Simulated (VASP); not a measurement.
# B (Cmcm) in VASP: single point with PBE

Aim: the single point of B with PBE.

All numbers are computed with VASP 6.6.1; they aren't measurements. Logs are shortened: lines on timing, memory, paths and dates and some standing lists are left out, and cuts for length are marked.

**1. The cell of the first run**

It takes space group Cmcm (No. 63, orthorhombic). Conventional cell: a = 2.077 Å, b = 2.935 Å, c = 4.321 Å, α = 90.00°, β = 90.00°, γ = 90.00°. B (site symmetry m2m) has 8 B at 1.80 to 2.16 Å within 2.4 Å.

**2. Single point, PBE**

Input file INCAR:

```
PREC = Accurate ; ENCUT = 520
EDIFF = 1E-7 ; ISMEAR = 0
SIGMA = 0.1 ; LREAL = False
LASPH = True ; NELM = 100
ALGO = Normal ; ISIF = 2
LWAVE = False ; LCHARG = True
GGA = PE ; LELF = True
LVHAR = True ; NBANDS = 10
```

Input file KPOINTS:

```
Automatic mesh
0
Gamma
  30 30 14
```

Input file POSCAR:

```
B
1.0
    1.0383378337     -1.4672711928      0.0000000000
    1.0383378337      1.4672711928      0.0000000000
    0.0000000000      0.0000000000      4.3205033588
B
2
Direct
    0.4987513042      0.5012486958      0.2500000000
    0.5012486958      0.4987513042      0.7500000000
```

Potentials or basis: VASP PAW PBE potentials, release 64 (B).

Launch:

```console
cat potpaw_PBE.64/B/POTCAR > POTCAR
mpirun -np 1 vasp_std > vasp.out
```

OUTCAR:

```text
PREC = Accurate
   ENCUT = 520
   EDIFF = 1E-7
   ISMEAR = 0
   LREAL = False
   LASPH = True
   NELM = 100
   ISIF = 2
   GGA = PE

 ion  position               nearest neighbor table
   1  0.499  0.501  0.250-   2 2.16   2 2.16
   2  0.501  0.499  0.750-   1 2.16   1 2.16

  LATTYP: Found a base centered orthorhombic cell.
 ALAT       =     2.0766756674
 B/A-ratio  =     1.4130961477
 C/A-ratio  =     2.0804901924

  Lattice vectors:

 A1 = (   1.0383378337,  -1.4672711928,   0.0000000000)
 A2 = (   1.0383378337,   1.4672711928,   0.0000000000)
 A3 = (   0.0000000000,   0.0000000000,   4.3205033588)

Analysis of symmetry for initial positions (statically):
=====================================================================
 Subroutine PRICEL returns:
 Original cell was already a primitive cell.

 Routine SETGRP: Setting up the symmetry group for a
 base centered orthorhombic supercell.

 Subroutine GETGRP returns: Found  8 space group operations
 (whereof  4 operations were pure point group operations)
 out of a pool of  8 trial point group operations.

The static configuration has the point symmetry C_2h.
 The point group associated with its full space group is D_2h.

Analysis of symmetry for dynamics (positions and initial velocities):
=====================================================================
 Subroutine PRICEL returns:
 Original cell was already a primitive cell.

 Routine SETGRP: Setting up the symmetry group for a
 base centered orthorhombic supercell.

 Subroutine GETGRP returns: Found  8 space group operations
 (whereof  4 operations were pure point group operations)
 out of a pool of  8 trial point group operations.

The dynamic configuration has the point symmetry C_2h.
 The point group associated with its full space group is D_2h.

 Subroutine INISYM returns: Found  8 space group operations
 (whereof  4 operations are pure point group operations),
 and found     1 'primitive' translations

----------------------------------------------------------------------------------------

                                     Primitive cell

  volume of cell :      13.1648

  direct lattice vectors                    reciprocal lattice vectors
     1.038337834 -1.467271193  0.000000000     0.481538844 -0.340768634  0.000000000
     1.038337834  1.467271193  0.000000000     0.481538844  0.340768634  0.000000000
     0.000000000  0.000000000  4.320503359     0.000000000  0.000000000  0.231454513

  length of vectors
     1.797506665  1.797506665  4.320503359     0.589917723  0.589917723  0.231454513

  position of ions in fractional coordinates (direct lattice)
     0.498751304  0.501248696  0.250000000
     0.501248696  0.498751304  0.750000000

  ion indices of the primitive-cell ions
   primitive index   ion index
                 1           1
                 2           2

----------------------------------------------------------------------------------------

 KPOINTS: Automatic mesh

Automatic generation of k-mesh.
 Grid dimensions read from file:
 generate k-points for:   30   30   14

 Generating k-lattice:

  Cartesian coordinates                     Fractional coordinates (reciprocal lattice)
     0.016051295 -0.011358954  0.000000000     0.033333333  0.000000000  0.000000000
     0.016051295  0.011358954  0.000000000     0.000000000  0.033333333  0.000000000
     0.000000000  0.000000000  0.016532465     0.000000000  0.000000000  0.071428571

  Length of vectors
     0.019663924  0.019663924  0.016532465

  Shift w.r.t. Gamma in fractional coordinates (k-lattice)
     0.000000000  0.000000000  0.000000000

 Subroutine IBZKPT returns following result:
 ===========================================

 Found   1928 irreducible k-points:

 Following reciprocal coordinates:
            Coordinates               Weight
  0.000000  0.000000  0.000000      1.000000
  0.033333  0.000000  0.000000      4.000000
  0.066667 -0.000000  0.000000      4.000000
  0.100000 -0.000000  0.000000      4.000000
  0.133333  0.000000  0.000000      4.000000
  0.166667 -0.000000  0.000000      4.000000
[... 16 lines left out ...]
  0.233333  0.033333  0.000000      4.000000
  0.266667  0.033333  0.000000      4.000000
 [... further k-points ...]
   k-points           NKPTS =   1928   k-points in BZ     NKDIM =   1928   number of bands    NBANDS=     10
   number of dos      NEDOS =    301   number of ions     NIONS =      2
   total plane-waves  NPLWV =   6272
   dimension x,y,z NGX =    14 NGY =   14 NGZ =   32
   dimension x,y,z NGXF=    28 NGYF=   28 NGZF=   64
   ions per type =               2
   NGX,Y,Z   is equivalent  to a cutoff of  12.95, 12.95, 12.31 a.u.
   NGXF,Y,Z  is equivalent  to a cutoff of  25.90, 25.90, 24.63 a.u.
 SYSTEM =  unknown system
   PREC   = accura    normal or accurate (medium, high low for compatibility)
   ISTART =      0    job   : 0-new  1-cont  2-samecut
   ICHARG =      2    charge: 1-file 2-atom 10-const
   ISPIN  =      1    spin polarized calculation?
   LNONCOLLINEAR =      F non collinear calculations
   LSORBIT =      F    spin-orbit coupling
   LASPH  =      T    aspherical Exc in radial PAW
   ENCUT  =  520.0 eV  38.22 Ry    6.18 a.u.   3.34  3.34  8.03*2*pi/ulx,y,z
   NELM   =    100;   NELMIN=  2; NELMDL= -5     # of ELM steps
   EDIFF  = 0.1E-06   stopping-criterion for ELM
   LREAL  =      F    real-space projection
   EDIFFG = 0.1E-05   stopping-criterion for IOM
   NSW    =      0    number of steps for IOM
   IBRION =     -1    ionic relax: 0-MD 1-quasi-New 2-CG
   NFREE  =      0    steps in history (QN), initial steepest desc. (CG)
   ISIF   =      2    stress and relaxation
   ISYM   =      2    0-nonsym 1-usesym 2-fastsym
   POTIM  = 0.5000    time-step for ionic-motion
   TEBEG  =    0.0;   TEEND  =   0.0 temperature during run
   PSTRESS=    0.0 pullay stress
   NELECT =       6.0000    total number of electrons
   NUPDOWN=      -1.0000    fix difference up-down
   EMIN   =  10.00;   EMAX   =-10.00  energy-range for DOS
   EFERMI =   0.00;   METHOD = LEGACY
   ISMEAR =     0;   SIGMA  =   0.10  broadening in eV -4-tet -1-fermi 0-gaus
   EFERMI_NEDOS =   21; number of points for ismear=-14 and -15
   IALGO  =     38    algorithm
   IMIX   =      4    mixing-type and parameters
     AMIX     =   0.40;   BMIX     =  1.00
     AMIX_MAG =   1.60;   BMIX_MAG =  1.00
  volume/ion in A,a.u.               =       6.58        44.42
  Fermi-wavevector in a.u.,A,eV,Ry     =   1.259856  2.380782 21.595659  1.587236
  Thomas-Fermi vector in A             =   2.393394
   LORBIT       =      0    0 simple, 1 ext, 2 COOP (PROOUT), +10 PAW based schemes
   GGA     = PE    functional components
   LHFCALC =     F    Hartree Fock is set to
   AEXX    =    0.0000 exact exchange contribution
   IVDW    =     0    specifies the selected vdW correction
   LEPSILON=     F    determine dielectric tensor
   LRPA    =     F    only Hartree local field effects (RPA)
 non-spin polarized calculation
 Gauss-broadening in eV      SIGMA  =   0.10
  energy-cutoff  :      520.00
  volume of cell :       13.16
 maximum number of plane-waves:       369
 NGX is ok and might be reduce to    14
   NGX =  7   NGY =  7   NGZ = 17

 number of electron       6.0000000 magnetization

 Free energy of the ion-electron system (eV)
  ---------------------------------------------------
  ext. energy  EPLUGINS =         0.00000000
  ---------------------------------------------------
  free energy    TOTEN  =       -11.42182004 eV

  energy without entropy =      -11.41921718  energy(sigma->0) =      -11.42051861

 E-fermi :   8.0152     XC(G=0): -12.4112

 val. band max:        8.0142574892   @ k =   0.3333   0.3333   0.2143
 cond. band min:       8.0158445626   @ k =  -0.4000   0.0667   0.1429
 fundamental gap:      0.0015870734
 Fermi energy:         8.0152121113

 k-point     1 :       0.0000    0.0000    0.0000
  band No.  band energies     occupation
      1      -8.8517      2.00000
      2      -2.8141      2.00000
      3      -1.6346      2.00000
      4      13.5215      0.00000
      5      24.1531      0.00000
      6      25.1976      0.00000
      7      26.7215      0.00000
      8      28.0295      0.00000
      9      29.5068      0.00000
     10      39.9822      0.00000

 k-point     2 :       0.0333    0.0000    0.0000
  band No.  band energies     occupation
      1      -8.8063      2.00000
      2      -2.7785      2.00000
      3      -1.5800      2.00000
      4      13.5692      0.00000
      5      23.8389      0.00000
      6      25.3756      0.00000
      7      26.6070      0.00000
      8      27.8094      0.00000
      9      29.3006      0.00000
     10      40.2825      0.00000

 k-point     3 :       0.0667   -0.0000    0.0000
  band No.  band energies     occupation
      1      -8.6703      2.00000
      2      -2.6717      2.00000
      3      -1.4161      2.00000
      4      13.7121      0.00000
      5      23.0737      0.00000
      6      25.7021      0.00000
      7      26.2083      0.00000
      8      27.2859      0.00000
      9      28.8074      0.00000
     10      39.8592      0.00000

 k-point     4 :       0.1000   -0.0000    0.0000
  band No.  band energies     occupation
      1      -8.4438      2.00000
      2      -2.4942      2.00000
      3      -1.1434      2.00000
      4      13.9489      0.00000
      5      21.9451      0.00000
      6      25.4114      0.00000
      7      26.0480      0.00000
      8      26.7141      0.00000
      9      28.2956      0.00000
     10      38.2333      0.00000
[... 222 lines left out ...]
 k-point    22 :       0.2000    0.0333    0.0000
  band No.  band energies     occupation
      1      -6.9975      2.00000
      2      -1.3629      2.00000
      3       0.5801      2.00000
      4      15.4078      0.00000
      5      16.5536      0.00000
      6      20.7232      0.00000
      7      24.0021      0.00000
      8      26.4777      0.00000
      9      27.8275      0.00000
     10      30.6645      0.00000

 k-point    23 :       0.2333    0.0333    0.0000
  band No.  band energies     occupation
      1      -6.3858      2.00000
      2      -0.8918      2.00000
      3       1.3058      2.00000
      4      14.7157      0.00000
      5      16.0042      0.00000
      6      19.1007      0.00000
      7      23.8297      0.00000
      8      26.2961      0.00000
      9      28.2562      0.00000
     10      28.3147      0.00000

 k-point    24 :       0.2667    0.0333    0.0000
  band No.  band energies     occupation
      1      -5.6900      2.00000
      2      -0.3631      2.00000
      3       2.1266      2.00000
      4      12.8965      0.00000
      5      16.6612      0.00000
      6      17.5218      0.00000
      7      23.7080      0.00000
      8      26.0213      0.00000
      9      26.1326      0.00000
     10      28.7360      0.00000

 [... further k-points ...]

------------------------ aborting loop because EDIFF is reached ----------------------------------------

  FORCE on cell =-STRESS in cart. coord.  units (eV):
  Direction    XX          YY          ZZ          XY          YZ          ZX
  --------------------------------------------------------------------------------------
  -------------------------------------------------------------------------------------
  Total       -0.0070770      0.0030258      0.0027960      0.0000000      0.0000000      0.0000000
  in kB       -0.8612885      0.3682508      0.3402741      0.0000000      0.0000000      0.0000000
  external PRESSURE =      -0.0509212 kB  Pullay stress =       0.0000000 kB

 VOLUME and BASIS-vectors are now :
 -----------------------------------------------------------------------------
  energy-cutoff  :      520.00
  volume of cell :       13.16
      direct lattice vectors                 reciprocal lattice vectors
     1.038337834 -1.467271193  0.000000000     0.481538844 -0.340768634  0.000000000
     1.038337834  1.467271193  0.000000000     0.481538844  0.340768634  0.000000000
     0.000000000  0.000000000  4.320503359     0.000000000  0.000000000  0.231454513

 POSITION                                       TOTAL-FORCE (eV/Angst)
 -----------------------------------------------------------------------------------
      1.03834      0.00366      1.08013         0.000000     -0.000338      0.000000
      1.03834     -0.00366      3.24038         0.000000      0.000338     -0.000000
 -----------------------------------------------------------------------------------
    total drift:                                0.000000      0.000000      0.000000

  FREE ENERGIE OF THE ION-ELECTRON SYSTEM (eV)
  ---------------------------------------------------
  free  energy   TOTEN  =       -11.4218200439 eV

  energy  without entropy=      -11.4192171781  energy(sigma->0) =      -11.42051861
```

It took 2.9 min on 1 thread of Intel Xeon Platinum 8375C at 2.90GHz (Ice Lake), shared host; peak memory 0.3 GiB.

Results:

* Free energy: -11.4218 eV
* Pressure: 0.0 GPa
* Band gap on the k mesh: zero (band 3 reaches 12.04 eV, above the bottom of band 4 at 5.23 eV)
